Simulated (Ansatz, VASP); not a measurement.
## VSi in VASP and in Ansatz

```
V Si
1.0
     0.00000    2.73664    2.73664
     2.73664    0.00000    2.73664
     2.73664    2.73664    0.00000
V Si
1 1
Direct
  0.00000 0.00000 0.00000
  0.25000 0.25000 0.25000
```

Change from the starting cell: volume scaled by 0.97.

Alike in both runs: task single point; functional PBE; k mesh 11 × 11 × 11; occupations fermi-dirac, width 0.05 eV; collinear spin.

```csv
,VASP,Ansatz
version,VASP 6.6.1,Ansatz 0.2.0
potentials or method,"VASP PAW PBE potentials, release 64 (V_sv, Si), cutoff 500 eV","all-electron LAPW, scalar-relativistic"
```

```csv
,VASP,Ansatz,Ansatz less VASP
pressure (GPa),2.3,2.3,-0.03
net moment per atom (μB),0.22,0.22,+0.002
size of the moment on the site where the two differ most (μB),0.03,0.03,-0.008
```

Site moments also hang on the region over which each program counts them. Ansatz ran all-electron here, and VASP with PAW potentials.
